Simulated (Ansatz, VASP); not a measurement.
## One calculation of Rh, two programs

File INCAR:

```
SYSTEM = Rh
PREC     = Accurate       ! precision mode
ENCUT    = 520            ! plane-wave cutoff, eV
EDIFF    = 1E-6           ! SCF threshold, eV
ISMEAR   = 0              ! smearing method
SIGMA    = 0.15           ! smearing width, eV
LREAL    = .FALSE.        ! projectors in reciprocal space
LASPH    = .TRUE.         ! aspherical terms in the spheres
NELM     = 60             ! most SCF steps
ALGO     = Fast           ! electronic algorithm
ISIF     = 2              ! what is computed and relaxed
LWAVE    = .FALSE.        ! write WAVECAR
LCHARG   = .FALSE.        ! write CHGCAR
GGA      = PS             ! functional
NBANDS   = 22             ! bands
```

Contents of KPOINTS:

```
regular mesh
0
G
  24 24 12
  0 0 0
```

Contents of POSCAR:

```
Rh
1.0
    2.5022877505      0.0000000000      0.0000000000
   -1.2511438752      2.1670447595      0.0000000000
    0.0000000000      0.0000000000      5.2749434135
Rh
2
Direct
    0.6666666667      0.3333333333      0.7500000000
    0.3333333333      0.6666666667      0.2500000000
```

Input for Ansatz:

```yaml
crystal:
  lattice:
    - [2.5022877505, 0.0, 0.0]
    - [-1.2511438752, 2.1670447595, 0.0]
    - [0.0, 0.0, 5.2749434135]
  atoms:
    - { symbol: Rh, position: [0.6666666667, 0.3333333333, 0.75] }
    - { symbol: Rh, position: [0.3333333333, 0.6666666667, 0.25] }
basis:
  ecutwfc: 420
kpoints:
  mp_grid: { grid: [24, 24, 12] }
hamiltonian:
  xc: pbesol
scf:
  occupations: { method: gaussian, width: 0.15 }
output:
  forces: true
  stress: true
  eigenvalues: true
```

Alike in both runs: task single point; functional PBEsol; k mesh 24 × 24 × 12; occupations gaussian, width 0.15 eV; no spin polarisation.

|  | VASP | Ansatz |
| --- | --- | --- |
| version | VASP 6.6.1 | Ansatz 0.2.0 |
| potentials or method | VASP PAW PBE potentials, release 64 (Rh_pv), cutoff 520 eV | scalar-relativistic, plane waves, PAW |
| valence electrons in the cell | 30 | 34 |

|  | VASP | Ansatz | Ansatz less VASP |
| --- | --- | --- | --- |
| gap on the k mesh at the Fermi level (eV) | none | none | - |
| pressure (GPa) | 8.3 | 8.3 | +0.05 |
| traceless stress, the component that is largest in VASP (GPa) | -46.66 | -46.69 | -0.025 |

VASP's potentials were made for PBE, not for PBEsol. A gap of «none» marks a metal or a gap that the smearing closes. VASP's potentials hold 30 valence electrons a cell and Ansatz's 34, so a difference there can come from the potentials and not from the codes.
